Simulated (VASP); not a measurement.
## ZrB: single point with revPBE+D3(BJ)+U

The system is ZrB.

```
Zr B
1.0
     0.00000    2.32500    2.32500
     2.32500    0.00000    2.32500
     2.32500    2.32500    0.00000
Zr B
1 1
Direct
  0.00000 0.00000 0.00000
  0.50000 0.50000 0.50000
```

| Quantity | Value |
| --- | --- |
| Program | VASP 6.6.1 |
| Task | single point |
| Functional | revPBE |
| Dispersion | D3(BJ) |
| Potentials or basis | VASP PAW PBE potentials, release 64 (Zr_sv, B) |
| Cutoff | 420 eV |
| k mesh | 10 × 10 × 10 |
| Occupations | methfessel-paxton, width 0.1 eV |
| Spin | non-collinear spin, zero start, spin-orbit coupling |
| Starting moments | [[0.0, 0.0, 0.0], [0.0, 0.0, 0.0]] μB |
| Hubbard terms | Zr d U = 8.0 eV |
| Dipole correction | no |
| k mesh for the DOS | 15 × 15 × 15 |
| Occupations for the DOS | tetrahedron |
| Further INCAR settings | ALGO = Normal; EDIFF = 1e-06 |

- Net moment: 0.00 μB per cell
- Valence electrons inside the program's atomic spheres: Zr 9.80; B 2.02
- Dispersion energy per atom: -0.838 eV

Moments on the atoms (μB; x, y, z):
```
Zr  0.00 0.00 0.00
B   0.00 0.00 0.00
```

Run time: 2.5 min on 1 thread of Intel(R) Xeon(R) Platinum 8259CL CPU @ 2.50GHz (Skylake/Cascade Lake) (shared host), peak memory 0.24 GiB.

Caveat: three body term missing; the U is typed as a test and isn't derived for this compound. The state reached can hang on the start; a lower one may exist.
